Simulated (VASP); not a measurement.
# As (Pm-3m) in VASP: further runs

As is run at these levels: PBEsol, LDA, PBE; tasks: elastic constants, vibrations by perturbation theory, electric field gradients.

Everything below comes from runs of VASP 6.6.1. Logs are shortened: lines on timing, memory, paths and dates and some standing lists are left out, and cuts for length are marked.

### Step 1. The cell of the first run

It takes space group Pm-3m (No. 221, cubic). Conventional cell: a = 2.704 Å, b = 2.704 Å, c = 2.704 Å, α = 90.00°, β = 90.00°, γ = 90.00°. Within 3.6 Å of As (site symmetry m-3m) lie 6 As at 2.70 Å.

### Step 2. Elastic constants, PBEsol

Contents of INCAR:

```
SYSTEM = As
PREC = Accurate
ENCUT = 600
EDIFF = 1E-8
ISMEAR = -1
SIGMA = 0.05
LREAL = .False.
LASPH = .True.
NELM = 60
ALGO = Normal
ISIF = 3
LWAVE = .False.
LCHARG = .True.
GGA = PS
NBANDS = 8
IBRION = 6
NFREE = 2
POTIM = 0.015
NSW = 1
```

Contents of KPOINTS:

```
Automatic mesh
0
Gamma
  7 7 7
  0 0 0
```

Contents of POSCAR:

```
As
1.0
    2.7036817444      0.0000000000      0.0000000000
    0.0000000000      2.7036817444      0.0000000000
    0.0000000000      0.0000000000      2.7036817444
As
1
Direct
    0.5000000000      0.5000000000      0.5000000000
```

Potentials or basis: VASP PAW PBE potentials, release 64 (As).

On the command line:

```
$ cat potpaw_PBE.64/As/POTCAR > POTCAR
$ mpirun -np 1 vasp_std > vasp.out
```

OUTCAR:

```text
SYSTEM = As
   PREC = Accurate
   ENCUT = 600
   EDIFF = 1E-8
   ISMEAR = -1
   LREAL = .False.
   LASPH = .True.
   NELM = 60
   ISIF = 3
   GGA = PS
   IBRION = 6
   NFREE = 2
   POTIM = 0.015
   NSW = 1

 ion  position               nearest neighbor table
   1  0.500  0.500  0.500-

  LATTYP: Found a simple cubic cell.
 ALAT       =     2.7036817444

  Lattice vectors:

 A1 = (   2.7036817444,   0.0000000000,   0.0000000000)
 A2 = (   0.0000000000,   2.7036817444,   0.0000000000)
 A3 = (   0.0000000000,   0.0000000000,   2.7036817444)

Analysis of symmetry for initial positions (statically):
=====================================================================
 Subroutine PRICEL returns:
 Original cell was already a primitive cell.

 Routine SETGRP: Setting up the symmetry group for a
 simple cubic supercell.

 Subroutine GETGRP returns: Found 48 space group operations
[... 9 lines left out ...]

 Routine SETGRP: Setting up the symmetry group for a
 simple cubic supercell.

 Subroutine GETGRP returns: Found 48 space group operations
[... 11 lines left out ...]
                                     Primitive cell

  volume of cell :      19.7636

  direct lattice vectors                    reciprocal lattice vectors
     2.703681744  0.000000000  0.000000000     0.369866018  0.000000000  0.000000000
     0.000000000  2.703681744  0.000000000     0.000000000  0.369866018  0.000000000
     0.000000000  0.000000000  2.703681744     0.000000000  0.000000000  0.369866018

  length of vectors
     2.703681744  2.703681744  2.703681744     0.369866018  0.369866018  0.369866018

  position of ions in fractional coordinates (direct lattice)
     0.500000000  0.500000000  0.500000000

  ion indices of the primitive-cell ions
   primitive index   ion index
                 1           1

----------------------------------------------------------------------------------------

 KPOINTS: Automatic mesh

Automatic generation of k-mesh.
 Grid dimensions read from file:
 generate k-points for:    7    7    7

 Generating k-lattice:

  Cartesian coordinates                     Fractional coordinates (reciprocal lattice)
     0.052838003  0.000000000  0.000000000     0.142857143  0.000000000  0.000000000
     0.000000000  0.052838003  0.000000000     0.000000000  0.142857143  0.000000000
     0.000000000  0.000000000  0.052838003     0.000000000  0.000000000  0.142857143

  Length of vectors
     0.052838003  0.052838003  0.052838003

  Shift w.r.t. Gamma in fractional coordinates (k-lattice)
     0.000000000  0.000000000  0.000000000

 Subroutine IBZKPT returns following result:
 ===========================================

 Found     20 irreducible k-points:

 Following reciprocal coordinates:
            Coordinates               Weight
  0.000000  0.000000  0.000000      1.000000
  0.142857  0.000000  0.000000      6.000000
  0.285714  0.000000  0.000000      6.000000
  0.428571  0.000000  0.000000      6.000000
  0.142857  0.142857  0.000000     12.000000
  0.285714  0.142857  0.000000     24.000000
[... 12 lines left out ...]
  0.428571  0.428571  0.285714     24.000000
  0.428571  0.428571  0.428571      8.000000
   k-points           NKPTS =     20   k-points in BZ     NKDIM =     20   number of bands    NBANDS=      8
   number of dos      NEDOS =    301   number of ions     NIONS =      1
   total plane-waves  NPLWV =  13824
   dimension x,y,z NGX =    24 NGY =   24 NGZ =   24
   dimension x,y,z NGXF=    48 NGYF=   48 NGZF=   48
   ions per type =               1
   NGX,Y,Z   is equivalent  to a cutoff of  14.76, 14.76, 14.76 a.u.
[... 21 lines left out ...]
   PSTRESS=    0.0 pullay stress
   NELECT =       5.0000    total number of electrons
   NUPDOWN=      -1.0000    fix difference up-down
   EMIN   =  10.00;   EMAX   =-10.00  energy-range for DOS
[... 5 lines left out ...]
     AMIX     =   0.40;   BMIX     =  1.00
     AMIX_MAG =   1.60;   BMIX_MAG =  1.00
  volume/ion in A,a.u.               =      19.76       133.37
  Fermi-wavevector in a.u.,A,eV,Ry     =   1.035403  1.956627 14.586243  1.072059
  Thomas-Fermi vector in A             =   2.169744
   LORBIT       =      0    0 simple, 1 ext, 2 COOP (PROOUT), +10 PAW based schemes
   GGA     = PS    functional components
   LHFCALC =     F    Hartree Fock is set to
   AEXX    =    0.0000 exact exchange contribution
   IVDW    =     0    specifies the selected vdW correction
   LEPSILON=     F    determine dielectric tensor
   LRPA    =     F    only Hartree local field effects (RPA)
 finite differences with symmetry
 non-spin polarized calculation
  energy-cutoff  :      600.00
  volume of cell :       19.76
 maximum number of plane-waves:       691
 NGX is ok and might be reduce to    24
   NGX = 11   NGY = 11   NGZ = 11

--------------------------------------- Ionic step        1  -------------------------------------------

 number of electron       5.0000001 magnetization

 Free energy of the ion-electron system (eV)
  ---------------------------------------------------
  ext. energy  EPLUGINS =         0.00000000
  ---------------------------------------------------
  free energy    TOTEN  =        -5.07014469 eV

  energy without entropy =       -5.06576972  energy(sigma->0) =       -5.06795720

------------------------ aborting loop because EDIFF is reached ----------------------------------------

  FORCE on cell =-STRESS in cart. coord.  units (eV):
  Direction    XX          YY          ZZ          XY          YZ          ZX
  --------------------------------------------------------------------------------------
  -------------------------------------------------------------------------------------
  Total       -0.1107693     -0.1107693     -0.1107693     -0.0000000     -0.0000000     -0.0000000
  in kB       -8.9797293     -8.9797293     -8.9797293     -0.0000000     -0.0000000     -0.0000000
  external PRESSURE =      -8.9797293 kB  Pullay stress =       0.0000000 kB
[... 86 lines left out ...]
  FREE ENERGIE OF THE ION-ELECTRON SYSTEM (eV)
  ---------------------------------------------------
  free  energy   TOTEN  =        -5.0674063940 eV

  energy  without entropy=       -5.0633715956  energy(sigma->0) =       -5.06538899

[... ionic steps 4 to 12 ...]

--------------------------------------- Ionic step       13  -------------------------------------------

 number of electron       5.0000001 magnetization

------------------------ aborting loop because EDIFF is reached ----------------------------------------
[... 65 lines left out ...]
--------------------------------------- Ionic step       15  -------------------------------------------

 number of electron       5.0000000 magnetization

 Free energy of the ion-electron system (eV)
  ---------------------------------------------------
  ext. energy  EPLUGINS =         0.00000000
  ---------------------------------------------------
  free energy    TOTEN  =        -5.07014426 eV

  energy without entropy =       -5.06576929  energy(sigma->0) =       -5.06795678

 E-fermi :   5.6847     XC(G=0): -10.5559

 val. band max:        5.2614973402   @ k =   0.4286   0.2857   0.1429
 cond. band min:       5.7369080142   @ k =   0.4286   0.2857   0.2857
 fundamental gap:      0.4754106740
 Fermi energy:         5.6847204994

 k-point     1 :       0.0000    0.0000    0.0000
  band No.  band energies     occupation
      1      -9.1811      2.00000
      2       9.9582      0.00000
      3       9.9582      0.00000
      4       9.9582      0.00000
      5      14.3125      0.00000
      6      14.3125      0.00000
      7      16.2088      0.00000
      8      30.7550      0.00000
[... 235 lines left out ...]
  FREE ENERGIE OF THE ION-ELECTRON SYSTEM (eV)
  ---------------------------------------------------
  free  energy   TOTEN  =        -5.0701442646 eV

  energy  without entropy=       -5.0657692923  energy(sigma->0) =       -5.06795678

 INTERNAL STRAIN TENSORS FROM STRAINED CELLS
 ============================================

 INTERNAL STRAIN TENSOR FOR ION    1 for displacements in x,y,z  (eV/Angst):
          X           Y           Z          XY          YZ          ZX
  --------------------------------------------------------------------------------
  x     0.00000     0.00000     0.00000     0.00000     0.00000    -0.00000
  y     0.00000     0.00000     0.00000     0.00000     0.00000     0.00000
  z     0.00000     0.00000     0.00000     0.00000     0.00000     0.00000

 INTERNAL STRAIN TENSORS FROM DISPLACED ATOMS
 ============================================

 INTERNAL STRAIN TENSOR FOR ION    1 for displacements in x,y,z  (eV/Angst):
          X           Y           Z          XY          YZ          ZX
  --------------------------------------------------------------------------------
  x     0.00000     0.00000     0.00000     0.00000     0.00000     0.00000
  y     0.00000     0.00000     0.00000     0.00000     0.00000     0.00000
  z     0.00000     0.00000     0.00000     0.00000     0.00000     0.00000

 Eigenvectors and eigenvalues of the dynamical matrix
 ----------------------------------------------------

   1 f  =    0.000000 THz     0.000000 2PiTHz    0.000000 cm-1     0.000000 meV
             X         Y         Z           dx          dy          dz
      1.351841  1.351841  1.351841     1.000000    0.000000    0.000000

   2 f  =    0.000000 THz     0.000000 2PiTHz    0.000000 cm-1     0.000000 meV
             X         Y         Z           dx          dy          dz
      1.351841  1.351841  1.351841     0.000000    1.000000    0.000000

   3 f  =    0.000000 THz     0.000000 2PiTHz    0.000000 cm-1     0.000000 meV
             X         Y         Z           dx          dy          dz
      1.351841  1.351841  1.351841     0.000000    0.000000    1.000000

--------------------------------------------------------------------------------------------------------

 ELASTIC MODULI CONTR FROM IONIC RELAXATION (kBar)
 Direction    XX          YY          ZZ          XY          YZ          ZX
 --------------------------------------------------------------------------------
 XX           0.0000      0.0000      0.0000      0.0000      0.0000      0.0000
 YY           0.0000      0.0000      0.0000      0.0000      0.0000      0.0000
 ZZ           0.0000      0.0000      0.0000      0.0000      0.0000      0.0000
 XY           0.0000      0.0000      0.0000      0.0000      0.0000      0.0000
 YZ           0.0000      0.0000      0.0000      0.0000      0.0000      0.0000
 ZX           0.0000      0.0000      0.0000      0.0000      0.0000      0.0000
 --------------------------------------------------------------------------------

 TOTAL ELASTIC MODULI (kBar)
 Direction    XX          YY          ZZ          XY          YZ          ZX
 --------------------------------------------------------------------------------
 XX        3031.2657   -158.9698   -158.9698      0.0000      0.0000     -0.0000
 YY        -158.9698   3031.2657   -158.9698      0.0000      0.0000      0.0000
 ZZ        -158.9698   -158.9698   3031.2657      0.0000      0.0000      0.0000
 XY           0.0000      0.0000      0.0000    102.5059      0.0000      0.0000
 YZ           0.0000      0.0000      0.0000      0.0000    102.5059      0.0000
 ZX          -0.0000      0.0000      0.0000      0.0000      0.0000    102.5059
 --------------------------------------------------------------------------------
```

Run time: 57 s. Hardware: 1 thread of Intel Xeon Platinum 8488C (Sapphire Rapids), shared host; peak memory 0.16 GiB.

Results:

```
Elastic constants C11, C12, C44 : 303, -16, 10 GPa
Voigt bulk modulus              : 90 GPa
```

Elastic tensor in Voigt notation (GPa, in the Cartesian axes of the cell as first typed):
```
303 -16 -16   0   0   0
-16 303 -16   0   0   0
-16 -16 303   0   0   0
  0   0   0  10   0   0
  0   0   0   0  10   0
  0   0   0   0   0  10
```

Clamped-ion elastic tensor (GPa):
```
303 -16 -16   0   0   0
-16 303 -16   0   0   0
-16 -16 303   0   0   0
  0   0   0  10   0   0
  0   0   0   0  10   0
  0   0   0   0   0  10
```

Caveat: the PAW data sets were made with another functional, which shifts forces and pressure a little.

(Continued in part 2 of 2.)
